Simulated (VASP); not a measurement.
# Sn (P-1) in VASP: single point with PBE

Aim: the single point of Sn with PBE.

Program: VASP 6.6.1. These are calculated values, not measurements. Logs are shortened: lines on timing, memory, paths and dates and some standing lists are left out, and cuts for length are marked.

### 1 The cell of the first run

The typed cell holds 2 atoms: a = 4.491 Å, b = 4.492 Å, c = 4.493 Å, α = 94.70°, β = 100.25°, γ = 137.73°.

### 2 Single point, PBE

Input file INCAR:

```
PREC     = Accurate       # precision mode
ENCUT    = 520            # plane-wave cutoff, eV
EDIFF    = 1E-6           # SCF threshold, eV
ISMEAR   = 0              # smearing method
SIGMA    = 0.15           # smearing width, eV
LREAL    = F              # projectors in reciprocal space
LASPH    = T              # aspherical terms in the spheres
NELM     = 60             # most SCF steps
ALGO     = Fast           # electronic algorithm
ISIF     = 2              # what is computed and relaxed
LWAVE    = F              # write WAVECAR
LCHARG   = F              # write CHGCAR
GGA      = PE             # functional
NBANDS   = 21             # bands
```

Input file KPOINTS:

```
Automatic mesh
0
Gamma
  12 12 12
```

Input file POSCAR:

```
Sn
1.0
   -3.0429841921      2.8791036612      1.6189230345
    3.0433712912     -2.8793783116      1.6201366568
    3.0438031298      2.8801972493     -1.6194267324
Sn
2
Direct
    0.8088659478      0.3088879285      0.5000310858
   -0.0588659478     -0.0588879285     -0.0000310858
```

Potentials or basis: VASP PAW PBE potentials, release 64 (Sn_d).

Started as:

```sh
cat potpaw_PBE.64/Sn_d/POTCAR > POTCAR
mpirun -np 1 vasp_std > vasp.out
```

OUTCAR:

```text
PREC = Accurate
   ENCUT = 520
   EDIFF = 1E-6
   ISMEAR = 0
   LREAL = F
   LASPH = T
   NELM = 60
   ISIF = 2
   GGA = PE

 ion  position               nearest neighbor table
   1  0.809  0.309  0.500-   2 3.07   2 3.07   2 3.12   2 3.12   2 3.53   2 3.53
   2  0.941  0.941  1.000-   1 3.07   1 3.07   1 3.12   1 3.12   1 3.53   1 3.53

  LATTYP: Found a triclinic cell.
 ALAT       =     4.4919673935
 B/A-ratio  =     1.2821333029
 C/A-ratio  =     0.7210781919
 COS(alpha) =     0.0001722344
 COS(beta)  =     0.3608094988
 COS(gamma) =     0.6409412546

  Lattice vectors:

 A1 = (  -3.0433712912,   2.8793783116,  -1.6201366568)
 A2 = (   0.0008189377,   5.7593009105,  -0.0005036979)
 A3 = (  -0.0003870991,   0.0002746504,  -3.2390596913)

Analysis of symmetry for initial positions (statically):
=====================================================================
 Subroutine PRICEL returns:
 Original cell was already a primitive cell.

 Routine SETGRP: Setting up the symmetry group for a
 triclinic supercell.

 Subroutine GETGRP returns: Found  2 space group operations
 (whereof  1 operations were pure point group operations)
 out of a pool of  2 trial point group operations.

The static configuration has the point symmetry C_1 .
 The point group associated with its full space group is S_2 .

Analysis of symmetry for dynamics (positions and initial velocities):
=====================================================================
 Subroutine PRICEL returns:
 Original cell was already a primitive cell.

 Routine SETGRP: Setting up the symmetry group for a
 triclinic supercell.

 Subroutine GETGRP returns: Found  2 space group operations
 (whereof  1 operations were pure point group operations)
 out of a pool of  2 trial point group operations.

The dynamic configuration has the point symmetry C_1 .
 The point group associated with its full space group is S_2 .

 Subroutine INISYM returns: Found  2 space group operations
 (whereof  1 operations are pure point group operations),
 and found     1 'primitive' translations

----------------------------------------------------------------------------------------

                                     Primitive cell
[... 84 lines left out ...]
   ICHARG =      2    charge: 1-file 2-atom 10-const
   ISPIN  =      1    spin polarized calculation?
   LNONCOLLINEAR =      F non collinear calculations
   LSORBIT =      F    spin-orbit coupling
   LASPH  =      T    aspherical Exc in radial PAW
   ENCUT  =  520.0 eV  38.22 Ry    6.18 a.u.   8.35  8.35  8.35*2*pi/ulx,y,z
   NELM   =     60;   NELMIN=  2; NELMDL= -5     # of ELM steps
   EDIFF  = 0.1E-05   stopping-criterion for ELM
   LREAL  =      F    real-space projection
   EDIFFG = 0.1E-04   stopping-criterion for IOM
   NSW    =      0    number of steps for IOM
   IBRION =     -1    ionic relax: 0-MD 1-quasi-New 2-CG
   NFREE  =      0    steps in history (QN), initial steepest desc. (CG)
   ISIF   =      2    stress and relaxation
   ISYM   =      2    0-nonsym 1-usesym 2-fastsym
   POTIM  = 0.5000    time-step for ionic-motion
   TEBEG  =    0.0;   TEEND  =   0.0 temperature during run
   PSTRESS=    0.0 pullay stress
   NELECT =      28.0000    total number of electrons
   NUPDOWN=      -1.0000    fix difference up-down
   EMIN   =  10.00;   EMAX   =-10.00  energy-range for DOS
   EFERMI =   0.00;   METHOD = LEGACY
   ISMEAR =     0;   SIGMA  =   0.15  broadening in eV -4-tet -1-fermi 0-gaus
   EFERMI_NEDOS =   21; number of points for ismear=-14 and -15
   IALGO  =     68    algorithm
   IMIX   =      4    mixing-type and parameters
     AMIX     =   0.40;   BMIX     =  1.00
     AMIX_MAG =   1.60;   BMIX_MAG =  1.00
  volume/ion in A,a.u.               =      28.39       191.58
  Fermi-wavevector in a.u.,A,eV,Ry     =   1.293409  2.444189 22.761295  1.672908
  Thomas-Fermi vector in A             =   2.425057
   LORBIT       =      0    0 simple, 1 ext, 2 COOP (PROOUT), +10 PAW based schemes
   GGA     = PE    functional components
   LHFCALC =     F    Hartree Fock is set to
   AEXX    =    0.0000 exact exchange contribution
   IVDW    =     0    specifies the selected vdW correction
   LEPSILON=     F    determine dielectric tensor
   LRPA    =     F    only Hartree local field effects (RPA)
 non-spin polarized calculation
 RMM-DIIS sequential band-by-band and
 Gauss-broadening in eV      SIGMA  =   0.15
  energy-cutoff  :      520.00
  volume of cell :       56.78
 maximum number of plane-waves:      1555
 NGX is ok and might be reduce to    36
   NGX = 17   NGY = 17   NGZ = 17

 number of electron      27.9999990 magnetization

 Free energy of the ion-electron system (eV)
  ---------------------------------------------------
  ext. energy  EPLUGINS =         0.00000000
  ---------------------------------------------------
  free energy    TOTEN  =        -7.61994768 eV

  energy without entropy =       -7.61016809  energy(sigma->0) =       -7.61505789

 E-fermi :   7.4356     XC(G=0): -10.0969

 val. band max:        7.4126562878   @ k =  -0.0833   0.1667   0.3333
 cond. band min:       7.4363908371   @ k =  -0.3333  -0.0833   0.2500
 fundamental gap:      0.0237345493
 Fermi energy:         7.4355750448

 k-point     1 :       0.0000    0.0000    0.0000
  band No.  band energies     occupation
      1     -14.1727      2.00000
      2     -14.0623      2.00000
      3     -14.0562      2.00000
      4     -14.0467      2.00000
      5     -13.9835      2.00000
      6     -13.9432      2.00000
[... 565 lines left out ...]
     20      15.5513      0.00000
     21      16.4631      0.00000

 [... further k-points ...]

------------------------ aborting loop because EDIFF is reached ----------------------------------------

  FORCE on cell =-STRESS in cart. coord.  units (eV):
  Direction    XX          YY          ZZ          XY          YZ          ZX
  --------------------------------------------------------------------------------------
  -------------------------------------------------------------------------------------
  Total       -0.0014182     -0.0259713     -0.0160211     -0.0021686      0.0015868     -0.0015836
  in kB       -0.0400208     -0.7328748     -0.4520924     -0.0611947      0.0447778     -0.0446872
  external PRESSURE =      -0.4083293 kB  Pullay stress =       0.0000000 kB

 VOLUME and BASIS-vectors are now :
 -----------------------------------------------------------------------------
  energy-cutoff  :      520.00
  volume of cell :       56.78
      direct lattice vectors                 reciprocal lattice vectors
    -3.042984192  2.879103661  1.618923035    -0.000059371  0.173659196  0.308746307
     3.043371291 -2.879378312  1.620136657     0.164243829  0.000003645  0.308711947
     3.043803130  2.880197249 -1.619426732     0.164256478  0.173608828 -0.000004909

 POSITION                                       TOTAL-FORCE (eV/Angst)
 -----------------------------------------------------------------------------------
      0.00069      2.87959      1.00017        -0.000861      0.000248     -0.001035
      3.04401      2.87991      1.42898         0.000861     -0.000248      0.001035
 -----------------------------------------------------------------------------------
    total drift:                               -0.000000      0.000000     -0.000000

  FREE ENERGIE OF THE ION-ELECTRON SYSTEM (eV)
  ---------------------------------------------------
  free  energy   TOTEN  =        -7.6199476796 eV

  energy  without entropy=       -7.6101680947  energy(sigma->0) =       -7.61505789
```

stdout:

```text
POSCAR found type information on POSCAR Sn
 POSCAR found :  1 types and       2 ions
 scaLAPACK will be used
 LDA part: xc-table for (Slater+PW92), standard interpolation
 POSCAR, INCAR and KPOINTS ok, starting setup
 FFT: planning ... GRIDC
 FFT: planning ... GRID_SOFT
 FFT: planning ... GRID
 WAVECAR not read
 entering main loop
WARNING in EDDRMM: call to ZHEGV failed, returncode =   6  3     18
WARNING in EDDRMM: call to ZHEGV failed, returncode =   6  3     17
WARNING in EDDRMM: call to ZHEGV failed, returncode =   8  4     20
WARNING in EDDRMM: call to ZHEGV failed, returncode =   8  4     19
WARNING in EDDRMM: call to ZHEGV failed, returncode =   8  4     19
WARNING in EDDRMM: call to ZHEGV failed, returncode =   6  3     19
WARNING in EDDRMM: call to ZHEGV failed, returncode =   8  4     18
WARNING in EDDRMM: call to ZHEGV failed, returncode =   6  3     20
WARNING in EDDRMM: call to ZHEGV failed, returncode =   6  3     20
WARNING in EDDRMM: call to ZHEGV failed, returncode =   6  3     19
WARNING in EDDRMM: call to ZHEGV failed, returncode =   6  3     21
WARNING in EDDRMM: call to ZHEGV failed, returncode =   6  3     18
WARNING in EDDRMM: call to ZHEGV failed, returncode =   6  3     19
WARNING in EDDRMM: call to ZHEGV failed, returncode =   8  4     20
WARNING in EDDRMM: call to ZHEGV failed, returncode =   6  3     19
WARNING in EDDRMM: call to ZHEGV failed, returncode =   6  3     17
WARNING in EDDRMM: call to ZHEGV failed, returncode =   6  3     19
```

Wall time 9.3 min (1 thread of AMD EPYC 9R45 (Zen 5), shared host); peak memory 0.81 GiB.

Results:

```yaml
Free_energy: -7.6199 eV
Pressure: 0.0 GPa
Band_gap_on_the_k_mesh: zero (bands 14 and 15 overlap by 4.32 eV)
```

Levels at points of the mesh, in eV from the Fermi level:
```csv
k point,band 12,band 13,band 14,band 15,band 16,band 17
"(0.00, 0.00, 0.00)",-3.72,-2.01,-1.65,3.07,5.41,6.21
"(0.50, 0.00, 0.00)",-4.81,-3.03,-1.89,-1.37,2.86,3.07
"(0.00, 0.50, 0.00)",-5.76,-1.76,-1.37,-0.51,1.48,2.57
"(0.50, 0.50, 0.00)",-8.65,0.53,0.54,1.64,1.65,5.77
"(0.00, 0.00, 0.50)",-8.65,0.54,0.54,1.65,1.65,5.77
"(0.50, 0.00, 0.50)",-5.76,-1.76,-1.37,-0.51,1.48,2.57
"(0.00, 0.50, 0.50)",-4.81,-3.03,-1.89,-1.36,2.87,3.08
"(0.50, 0.50, 0.50)",-7.10,-4.62,-4.47,3.91,6.05,8.61
```

Caveat: spin-orbit coupling is left out, which moves the levels of the heavy elements.

The gap in the log of VASP goes by the Fermi energy; the results here count the filled bands.